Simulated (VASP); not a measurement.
Crystal: ZnCd2Se2S.

```xyz
6
Lattice="4.0983 0.0000 0.0000 -2.0491 3.5492 0.0000 0.0000 0.0000 10.0589" Properties=species:S:1:pos:R:3 pbc="T T T"
Zn    0.0000    0.0000    5.0295
Cd    0.0000    0.0000    1.7659
Cd    0.0000    0.0000    8.2930
Se    0.0000    2.3661    0.0000
Se    2.0491    1.1831    0.0000
S     0.0000    0.0000    0.0000
```

The cell was built from a structure type or drawn by symmetry, and may not be a known phase.

- Program: VASP 6.6.1
- Task: relaxation of cell and atoms
- Functional: PBE
- Potentials or basis: VASP PAW PBE potentials, release 64 (Zn, Cd, Se, S)
- Cutoff: 600 eV
- k mesh: 6 × 6 × 2
- Occupations: gaussian, width 0.1 eV
- Spin: no spin polarisation

At the start: pressure 60.9 GPa; volume 24.39 Å³/atom.

Where does the relaxation end?

Over 21 steps the energy falls by 3057.6 meV/atom and the volume is 35.74 Å³/atom (+46.6 %); space group P6/mmm (No. 191, to 0.1 Å) before and after.

Step by step:
```csv
step,energy change (eV),largest force (eV/Å),pressure (GPa),volume (Å³)
1,0.0000,28.1137,60.91,146.31
2,-14.6790,0.0420,-4.07,430.39
3,-15.4147,0.0335,-3.30,398.49
4,-15.7744,0.0206,-2.90,378.94
5,-16.5998,0.0304,-1.86,316.13
6,-17.1506,0.2018,2.31,221.34
7,-17.1633,0.2237,1.09,234.85
8,-17.1656,0.2133,1.64,228.20
9,-17.4834,0.3421,-0.54,240.21
10,-17.5830,0.4489,-1.74,249.18
11,-17.5976,0.4882,-2.14,252.93
12,-17.9519,0.5613,-2.28,244.87
13,-17.9300,0.4550,1.64,216.72
14,-18.1633,0.6154,-1.86,235.81
15,-18.2169,0.6133,-1.45,230.61
16,-18.2206,0.6103,-1.12,228.35
17,-18.2212,0.6122,-1.26,229.30
18,-18.3206,0.2222,-0.34,218.64
19,-18.3346,0.0080,0.24,213.41
20,-18.3448,0.0172,0.06,214.19
21,-18.3455,0.0232,0.02,214.46
```

Final structure:
```cif
data_structure
_symmetry_space_group_name_H-M 'P 1'
_symmetry_Int_Tables_number 1
_cell_length_a 4.8775
_cell_length_b 4.8775
_cell_length_c 10.4089
_cell_angle_alpha 90.000
_cell_angle_beta 90.000
_cell_angle_gamma 120.000
_cell_volume 214.46
loop_
_atom_site_label
_atom_site_type_symbol
_atom_site_fract_x
_atom_site_fract_y
_atom_site_fract_z
_atom_site_occupancy
Zn1 Zn 0.00000 0.00000 0.50000 1
Cd1 Cd 0.00000 0.00000 0.24622 1
Cd2 Cd 0.00000 0.00000 0.75378 1
Se1 Se 0.33333 0.66667 0.00000 1
Se2 Se 0.66667 0.33333 0.00000 1
S1 S 0.00000 0.00000 0.00000 1
```

Caveat: the volume moved by over 15 % at a fixed basis, so the end points are rough.
